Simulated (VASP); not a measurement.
A run of VASP 6.6.1:

File INCAR:

```
PREC = Accurate
ENCUT = 520
EDIFF = 1E-6
ISMEAR = 0
SIGMA = 0.1
LREAL = F
LASPH = T
NELM = 60
ALGO = Normal
ISIF = 2
LWAVE = F
LCHARG = F
GGA = PE
NBANDS = 29
```

KPOINTS

```
Automatic mesh
0
Gamma
  4 4 4
```

File POSCAR:

```
SnCl
1.0
    3.9931247800      0.0000000000      0.0000000000
    0.0000000000      3.9931247800      0.0000000000
    0.0000000000      0.0000000000      7.0564326300
Sn Cl
2 2
Direct
    0.0000000000      0.0000000000      0.8365840600
    0.5000000000      0.5000000000      0.0313596200
    0.0000000000      0.0000000000      0.1599619500
    0.5000000000      0.5000000000      0.3454273200
```

Potentials or basis: VASP PAW PBE potentials, release 64 (Sn_d, Cl).

Launch:

```sh
$ cat potpaw_PBE.64/Sn_d/POTCAR potpaw_PBE.64/Cl/POTCAR > POTCAR
$ mpirun -np 1 vasp_std > vasp.out
```

Hardware: 1 thread of Intel(R) Xeon(R) Platinum 8488C (Sapphire Rapids), with other jobs on the host.

Q: How long does it take, and how much memory?

A: It took 36 s on 1 thread of Intel(R) Xeon(R) Platinum 8488C (Sapphire Rapids) (shared host), peak memory 0.22 GiB. Counts: scf iterations 14, k points 18.
